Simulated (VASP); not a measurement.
# HfMo (Cmmm) in VASP: further runs

The runs below take HfMo through single point, with PBE.

Program: VASP 6.6.1. These are calculated values, not measurements. Logs are shortened: lines on timing, memory, paths and dates and some standing lists are left out, and cuts for length are marked.

**1. The cell of the first run**

It takes space group Cmmm (No. 65, orthorhombic). Conventional cell: a = 3.342 Å, b = 4.945 Å, c = 4.447 Å, α = 90.00°, β = 90.00°, γ = 90.00°. Within 3.7 Å of Hf (site symmetry mmm) lie 8 Mo at 2.78 to 3.33 Å and 6 Hf at 2.98 to 3.34 Å. Mo (site symmetry mmm) has 8 Hf at 2.78 to 3.33 Å and 6 Mo at 2.98 to 3.34 Å within 3.7 Å.

**2. Single point, PBE, collinear spin, zero start**

The input, INCAR:

```
SYSTEM = HfMo
ALGO = Normal ; EDIFF = 1E-7
ENCUT = 520 ; GGA = PE
ISIF = 2 ; ISMEAR = -1
ISPIN = 2 ; LASPH = .TRUE.
LCHARG = .FALSE. ; LMAXMIX = 4
LORBIT = 11 ; LREAL = .FALSE.
LWAVE = .FALSE. ; MAGMOM = 0 0
NBANDS = 23 ; NELM = 150
NUPDOWN = 0.0 ; PREC = Accurate
SIGMA = 0.05
```

The input, KPOINTS:

```
k-points
0
G
  10 10 7
  0 0 0
```

The input, POSCAR:

```
HfMo
1.0
    1.6712035000     -2.4724670000      0.0000000000
    1.6712035000      2.4724670000      0.0000000000
    0.0000000000      0.0000000000      4.4470110000
Hf Mo
1 1
Direct
    0.0000000000      0.0000000000      0.0000000000
    0.5000000000      0.5000000000      0.5000000000
```

Potentials or basis: VASP PAW PBE potentials, release 64 (Hf_pv, Mo_sv).

Run with:

```console
$ cat potpaw_PBE.64/Hf_pv/POTCAR potpaw_PBE.64/Mo_sv/POTCAR > POTCAR
$ mpirun -np 1 vasp_std > vasp.out
```

OUTCAR:

```text
SYSTEM = HfMo
   EDIFF = 1E-7
   ENCUT = 520
   GGA = PE
   ISIF = 2
   ISMEAR = -1
   ISPIN = 2
   LASPH = .TRUE.
   LORBIT = 11
   LREAL = .FALSE.
   NELM = 150
   NUPDOWN = 0.0
   PREC = Accurate

 ion  position               nearest neighbor table
   1  0.000  0.000  0.000-   2 2.78   2 2.78   2 2.78   2 2.78   2 3.33   2 3.33   2 3.33   2 3.33

   2  0.500  0.500  0.500-   1 2.78   1 2.78   1 2.78   1 2.78   1 3.33   1 3.33   1 3.33   1 3.33

  LATTYP: Found a base centered orthorhombic cell.
 ALAT       =     3.3424070000
 B/A-ratio  =     1.4794529810
 C/A-ratio  =     1.3304815960

  Lattice vectors:

 A1 = (   1.6712035000,  -2.4724670000,   0.0000000000)
 A2 = (   1.6712035000,   2.4724670000,   0.0000000000)
 A3 = (   0.0000000000,   0.0000000000,   4.4470110000)

Analysis of symmetry for initial positions (statically):
=====================================================================
 Subroutine PRICEL returns:
 Original cell was already a primitive cell.

 Routine SETGRP: Setting up the symmetry group for a
 base centered orthorhombic supercell.

 Subroutine GETGRP returns: Found  8 space group operations
 (whereof  8 operations were pure point group operations)
 out of a pool of  8 trial point group operations.

The static configuration has the point symmetry D_2h.

Analysis of symmetry for dynamics (positions and initial velocities):
=====================================================================
 Subroutine PRICEL returns:
 Original cell was already a primitive cell.

 Routine SETGRP: Setting up the symmetry group for a
 base centered orthorhombic supercell.

 Subroutine GETGRP returns: Found  8 space group operations
 (whereof  8 operations were pure point group operations)
 out of a pool of  8 trial point group operations.

The dynamic configuration has the point symmetry D_2h.

Analysis of structural, dynamic, and magnetic symmetry:
=====================================================================
 Subroutine PRICEL returns:
 Original cell was already a primitive cell.

 Routine SETGRP: Setting up the symmetry group for a
 base centered orthorhombic supercell.

 Subroutine GETGRP returns: Found  8 space group operations
 (whereof  8 operations were pure point group operations)
 out of a pool of  8 trial point group operations.

The overall configuration has the point symmetry D_2h.

 Subroutine INISYM returns: Found  8 space group operations
 (whereof  8 operations are pure point group operations),
 and found     1 'primitive' translations

----------------------------------------------------------------------------------------

                                     Primitive cell

  volume of cell :      36.7501

  direct lattice vectors                    reciprocal lattice vectors
     1.671203500 -2.472467000  0.000000000     0.299185587 -0.202227168  0.000000000
     1.671203500  2.472467000  0.000000000     0.299185587  0.202227168  0.000000000
     0.000000000  0.000000000  4.447011000     0.000000000  0.000000000  0.224870143

  length of vectors
     2.984294591  2.984294591  4.447011000     0.361120261  0.361120261  0.224870143

  position of ions in fractional coordinates (direct lattice)
     0.000000000  0.000000000  0.000000000
     0.500000000  0.500000000  0.500000000

  ion indices of the primitive-cell ions
   primitive index   ion index
                 1           1
                 2           2

----------------------------------------------------------------------------------------

 KPOINTS: k-points

Automatic generation of k-mesh.
 Grid dimensions read from file:
 generate k-points for:   10   10    7

 Generating k-lattice:

  Cartesian coordinates                     Fractional coordinates (reciprocal lattice)
     0.029918559 -0.020222717  0.000000000     0.100000000  0.000000000  0.000000000
     0.029918559  0.020222717  0.000000000     0.000000000  0.100000000  0.000000000
     0.000000000  0.000000000  0.032124306     0.000000000  0.000000000  0.142857143

  Length of vectors
     0.036112026  0.036112026  0.032124306

  Shift w.r.t. Gamma in fractional coordinates (k-lattice)
     0.000000000  0.000000000  0.000000000

 Subroutine IBZKPT returns following result:
 ===========================================

 Found    124 irreducible k-points:

 Following reciprocal coordinates:
            Coordinates               Weight
  0.000000  0.000000  0.000000      1.000000
  0.100000  0.000000  0.000000      4.000000
  0.200000  0.000000  0.000000      4.000000
  0.300000  0.000000  0.000000      4.000000
  0.400000 -0.000000  0.000000      4.000000
  0.500000  0.000000  0.000000      2.000000
[... 16 lines left out ...]
  0.300000  0.300000  0.000000      2.000000
  0.400000  0.300000  0.000000      4.000000
 [... further k-points ...]
   k-points           NKPTS =    124   k-points in BZ     NKDIM =    124   number of bands    NBANDS=     23
   number of dos      NEDOS =    301   number of ions     NIONS =      2
   total plane-waves  NPLWV =  20736
   dimension x,y,z NGX =    24 NGY =   24 NGZ =   36
   dimension x,y,z NGXF=    48 NGYF=   48 NGZF=   72
   ions per type =               1   1
   NGX,Y,Z   is equivalent  to a cutoff of  13.37, 13.37, 13.46 a.u.
   NGXF,Y,Z  is equivalent  to a cutoff of  26.74, 26.74, 26.92 a.u.
 SYSTEM =  HfMo
   PREC   = accura    normal or accurate (medium, high low for compatibility)
   ISTART =      0    job   : 0-new  1-cont  2-samecut
   ICHARG =      2    charge: 1-file 2-atom 10-const
   ISPIN  =      2    spin polarized calculation?
   LNONCOLLINEAR =      F non collinear calculations
   LSORBIT =      F    spin-orbit coupling
   LASPH  =      T    aspherical Exc in radial PAW
   ENCUT  =  520.0 eV  38.22 Ry    6.18 a.u.   5.55  5.55  8.27*2*pi/ulx,y,z
   NELM   =    150;   NELMIN=  2; NELMDL= -5     # of ELM steps
   EDIFF  = 0.1E-06   stopping-criterion for ELM
   LREAL  =      F    real-space projection
   EDIFFG = 0.1E-05   stopping-criterion for IOM
   NSW    =      0    number of steps for IOM
   IBRION =     -1    ionic relax: 0-MD 1-quasi-New 2-CG
   NFREE  =      0    steps in history (QN), initial steepest desc. (CG)
   ISIF   =      2    stress and relaxation
   ISYM   =      2    0-nonsym 1-usesym 2-fastsym
   POTIM  = 0.5000    time-step for ionic-motion
   TEBEG  =    0.0;   TEEND  =   0.0 temperature during run
   PSTRESS=    0.0 pullay stress
   NELECT =      24.0000    total number of electrons
   NUPDOWN=       0.0000    fix difference up-down
   EMIN   =  10.00;   EMAX   =-10.00  energy-range for DOS
   EFERMI =   0.00;   METHOD = LEGACY
   ISMEAR =    -1;   SIGMA  =   0.05  broadening in eV -4-tet -1-fermi 0-gaus
   EFERMI_NEDOS =   21; number of points for ismear=-14 and -15
   IALGO  =     38    algorithm
   IMIX   =      4    mixing-type and parameters
     AMIX     =   0.40;   BMIX     =  1.00
     AMIX_MAG =   1.60;   BMIX_MAG =  1.00
  volume/ion in A,a.u.               =      18.38       124.00
  Fermi-wavevector in a.u.,A,eV,Ry     =   1.420341  2.684055 27.447958  2.017368
  Thomas-Fermi vector in A             =   2.541266
   LORBIT       =     11    0 simple, 1 ext, 2 COOP (PROOUT), +10 PAW based schemes
   GGA     = PE    functional components
   LHFCALC =     F    Hartree Fock is set to
   AEXX    =    0.0000 exact exchange contribution
   IVDW    =     0    specifies the selected vdW correction
   LEPSILON=     F    determine dielectric tensor
   LRPA    =     F    only Hartree local field effects (RPA)
 spin polarized calculation
  energy-cutoff  :      520.00
  volume of cell :       36.75
 maximum number of plane-waves:      1015
 NGX is ok and might be reduce to    24
   NGX = 11   NGY = 11   NGZ = 17

 number of electron      23.9999998 magnetization       0.0000000

 number of electron      23.9999998 magnetization      -0.0000000

 Free energy of the ion-electron system (eV)
  ---------------------------------------------------
  ext. energy  EPLUGINS =         0.00000000
  ---------------------------------------------------
  free energy    TOTEN  =       -20.69703335 eV

  energy without entropy =      -20.67800288  energy(sigma->0) =      -20.68751811

 E-fermi :   7.7980     XC(G=0): -12.3334

 val. band max:        7.7950477339   @ k =   0.3000   0.1000   0.2857
 cond. band min:       7.8011390238   @ k =   0.3000   0.0000   0.4286
 fundamental gap:      0.0060912899
 Fermi energy:         7.7979941678

 spin component 1

 k-point     1 :       0.0000    0.0000    0.0000
  band No.  band energies     occupation
      1     -52.4750      1.00000
      2     -26.6527      1.00000
      3     -26.3776      1.00000
      4     -26.3018      1.00000
      5     -21.9127      1.00000
      6     -21.7044      1.00000
[... 15 lines left out ...]
     22      21.5753      0.00000
     23      21.6287      0.00000
[... 575 lines left out ...]
      1     -52.4085      1.00000
      2     -26.7447      1.00000
      3     -26.5980      1.00000
      4     -26.5081      1.00000
      5     -22.3711      1.00000
      6     -22.1291      1.00000
[... 15 lines left out ...]
     22      21.3209      0.00000
     23      21.5581      0.00000

 [... further k-points ...]

 spin component 2

 k-point     1 :       0.0000    0.0000    0.0000
  band No.  band energies     occupation
      1     -52.4750      1.00000
      2     -26.6527      1.00000
      3     -26.3776      1.00000
      4     -26.3018      1.00000
      5     -21.9127      1.00000
      6     -21.7044      1.00000
[... 15 lines left out ...]
     22      21.5753      0.00000
     23      21.6287      0.00000
[... 575 lines left out ...]
      1     -52.4085      1.00000
      2     -26.7447      1.00000
      3     -26.5980      1.00000
      4     -26.5081      1.00000
      5     -22.3711      1.00000
      6     -22.1291      1.00000
[... 15 lines left out ...]
     22      21.3209      0.00000
     23      21.5581      0.00000

 [... further k-points ...]

------------------------ aborting loop because EDIFF is reached ----------------------------------------

  FORCE on cell =-STRESS in cart. coord.  units (eV):
  Direction    XX          YY          ZZ          XY          YZ          ZX
  --------------------------------------------------------------------------------------
  -------------------------------------------------------------------------------------
  Total        0.1399477     -0.3090815      0.0948498      0.0000000      0.0000000      0.0000000
  in kB        6.1012421    -13.4748987      4.1351259      0.0000000      0.0000000      0.0000000
  external PRESSURE =      -1.0795102 kB  Pullay stress =       0.0000000 kB

 VOLUME and BASIS-vectors are now :
 -----------------------------------------------------------------------------
  energy-cutoff  :      520.00
  volume of cell :       36.75
      direct lattice vectors                 reciprocal lattice vectors
     1.671203500 -2.472467000  0.000000000     0.299185587 -0.202227168  0.000000000
     1.671203500  2.472467000  0.000000000     0.299185587  0.202227168  0.000000000
     0.000000000  0.000000000  4.447011000     0.000000000  0.000000000  0.224870143

 POSITION                                       TOTAL-FORCE (eV/Angst)
 -----------------------------------------------------------------------------------
      0.00000      0.00000      0.00000         0.000000      0.000000      0.000000
      1.67120      0.00000      2.22351        -0.000000      0.000000      0.000000
 -----------------------------------------------------------------------------------
    total drift:                                0.000000      0.000000     -0.000000

  FREE ENERGIE OF THE ION-ELECTRON SYSTEM (eV)
  ---------------------------------------------------
  free  energy   TOTEN  =       -20.6970333460 eV

  energy  without entropy=      -20.6780028838  energy(sigma->0) =      -20.68751811

 total charge

# of ion       s       p       d       tot
------------------------------------------
    1        0.406   6.463   1.737   8.606
    2        2.351   6.119   3.964  12.434
--------------------------------------------------
tot          2.757  12.582   5.701  21.040

 magnetization (x)

# of ion       s       p       d       tot
------------------------------------------
    1       -0.000  -0.000  -0.000  -0.000
    2        0.000   0.000   0.000   0.000
--------------------------------------------------
tot          0.000   0.000  -0.000   0.000
```

Wall time 63 s (1 thread of Intel Xeon 6975P-C (Granite Rapids), shared host); peak memory 0.29 GiB.

What came out:

- Free energy: -20.6970 eV
- Pressure: -0.1 GPa
- Net moment: 0.00 μB per cell
- Valence electrons inside the program's atomic spheres: Hf 8.61; Mo 12.43

Caveat: spin-orbit coupling is left out, which moves the levels of the heavy elements; the total moment is fixed, so each spin has its own Fermi level.

**3. Single point, PBE, collinear spin**

The input, INCAR:

```
  PREC = Accurate
  ENCUT = 520
  EDIFF = 1E-6
  ISMEAR = -1
  SIGMA = 0.05
  LREAL = F
  LASPH = T
  NELM = 150
  ALGO = Normal
  ISIF = 2
  LWAVE = F
  LCHARG = F
  ISPIN = 2
  MAGMOM = 0.6 1.5
  LORBIT = 11
  LMAXMIX = 4
  GGA = PE
  NBANDS = 23
```

The input, KPOINTS:

```
regular mesh
0
Gamma
  10 10 7
```

POSCAR is that of step 2.

Potentials or basis: VASP PAW PBE potentials, release 64 (Hf_pv, Mo_sv).

Run with:

```console
$ cat potpaw_PBE.64/Hf_pv/POTCAR potpaw_PBE.64/Mo_sv/POTCAR > POTCAR
$ mpirun -np 1 vasp_std > vasp.out
```

It took 64 s on 1 thread of Intel Xeon 6975P-C (Granite Rapids), shared host; peak memory 0.29 GiB.

It converged, with:

- Free energy: -20.6970 eV
- Pressure: -0.1 GPa
- Band gap on the k mesh: zero (filled and empty bands overlap)
- Net moment: 0.00 μB per cell
- Valence electrons inside the program's atomic spheres: Hf 8.61; Mo 12.43

Stress tensor (GPa, compression positive):
```
 0.61  0.00  0.00
 0.00 -1.35  0.00
 0.00  0.00  0.40
```

Levels at points of the mesh, in eV from the Fermi level:
Spin up:
```
           k point  band 10  band 11  band 12  band 13  band 14  band 15
(0.00, 0.00, 0.00)    -1.59    -0.43     0.08     1.58     1.92     2.61
(0.50, 0.00, 0.00)    -1.43    -0.97    -0.40     0.07     1.37     2.57
(0.50, 0.50, 0.00)    -3.56    -1.89     1.12     3.51     3.80     4.95
```
Spin down:
```tsv
k point	band 9	band 10	band 11	band 12	band 13	band 14	band 15	band 16
(0.00, 0.00, 0.00)	-3.87	-1.59	-0.43	0.08	1.58	1.92	2.61	2.77
(0.50, 0.00, 0.00)	-2.66	-1.43	-0.97	-0.40	0.07	1.37	2.57	4.32
(0.50, 0.50, 0.00)	-3.69	-3.56	-1.89	1.12	3.51	3.80	4.95	5.89
```

Caveat: spin-orbit coupling is left out, which moves the levels of the heavy elements.

**4. Single point, PBE, collinear spin**

The input, INCAR:

```
SYSTEM = HfMo
  PREC = Accurate
  ENCUT = 520
  EDIFF = 1E-6
  ISMEAR = -1
  SIGMA = 0.05
  LREAL = .False.
  LASPH = .True.
  NELM = 150
  ALGO = Normal
  ISIF = 2
  LWAVE = .False.
  LCHARG = .True.
  ISPIN = 2
  MAGMOM = 0.2 0.2
  LORBIT = 11
  NUPDOWN = 0.4
  LMAXMIX = 4
  GGA = PE
  LELF = .True.
  LVHAR = .True.
  NBANDS = 23
```

The input, KPOINTS:

```
Automatic mesh
0
Gamma
  10 10 7
  0 0 0
```

POSCAR is that of step 3.

Run with:

```console
$ cat potpaw_PBE.64/Hf_pv/POTCAR potpaw_PBE.64/Mo_sv/POTCAR > POTCAR
$ mpirun -np 1 vasp_std > vasp.out
```

It took 59 s on 1 thread of Intel Xeon 6975P-C (Granite Rapids), shared host; peak memory 0.29 GiB.

Results (log left out):

```
Free energy                                           : -20.6760 eV
Pressure                                              : 0.2 GPa
Net moment                                            : 0.40 μB per cell
Site moments                                          : Hf +0.16; Mo +0.14 μB
Valence electrons inside the program's atomic spheres : Hf 8.61; Mo 12.43
```

Stress tensor (GPa, compression positive):
```
 0.93  0.00  0.00
 0.00 -1.25  0.00
 0.00  0.00  1.03
```

Caveat: spin-orbit coupling is left out, which moves the levels of the heavy elements; the total moment is fixed, so each spin has its own Fermi level.

**5. Overview**

| spin | fixed moment (μB) | pressure (GPa) | moment (μB) |
| --- | --- | --- | --- |
| collinear, zero start | 0.0 | -0.1 | 0.00 |
| collinear | - | -0.1 | 0.00 |
| collinear | 0.4 | 0.2 | 0.40 |

Alike in all rows: task single point; level PBE; potentials or basis VASP PAW PBE potentials, release 64 (Hf_pv, Mo_sv); cell as given; k mesh 10 × 10 × 7; cutoff (eV) 520; smearing fermi-dirac 0.05 eV.

Caveats: spin-orbit coupling is left out, which moves the levels of the heavy elements; the total moment is fixed, so each spin has its own Fermi level (at least some runs).

Absolute energies hang on the potentials; compare differences alone.
